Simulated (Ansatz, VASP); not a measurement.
**Si2Ni in VASP and in Ansatz**

```
CELL_PARAMETERS angstrom
0.01252 -4.83574 -4.84344
-4.81861 0.01320 -4.84400
4.79632 4.81522 -9.67928
ATOMIC_POSITIONS crystal
Si 0.80935 0.81267 0.06225
Si 0.31576 0.31221 0.56278
Si 0.56242 0.56253 0.31251
Si 0.06241 0.06253 0.81250
Si 0.80907 0.31266 0.06251
Si 0.31590 0.81229 0.56255
Si 0.30909 0.81266 0.06278
Si 0.81600 0.31244 0.56212
Ni 0.62164 0.62486 0.12456
Ni 0.12788 0.12455 0.62454
Ni 0.50335 0.50013 0.50045
Ni 0.99712 0.00045 0.00046
```

Change from the starting cell: cell x2, atoms moved at random (sigma 0.15 Å) and cell strained at random (1.5 %), then relaxed without symmetry.

Alike in both runs: functional PBE; k mesh 3 × 3 × 3; occupations gaussian, width 0.1 eV; no spin polarisation.

Ansatz relaxed the structure, and its values are those at the end. VASP's run is a single point on that final structure, the one shown.

|  | VASP | Ansatz |
| --- | --- | --- |
| version | VASP 6.6.1 | Ansatz 0.2.0 |
| potentials or method | VASP PAW PBE potentials, release 64 (Si, Ni), cutoff 520 eV | scalar-relativistic, plane waves, PAW |
| valence electrons in the cell | 72 | 104 |

|  | VASP | Ansatz | Ansatz less VASP |
| --- | --- | --- | --- |
| gap on the k mesh at the Fermi level (eV) | 1.02 | 1.06 | +0.037 |
| least direct gap on the mesh (eV) | 1.10 | 1.13 | +0.027 |
| pressure (GPa) | 0.0 | 0.0 | +0.02 |

With one functional, cell and mesh, what is left measures potentials, basis and numerics. VASP's potentials hold 72 valence electrons a cell and Ansatz's 104, so a difference there can come from the potentials and not from the codes.
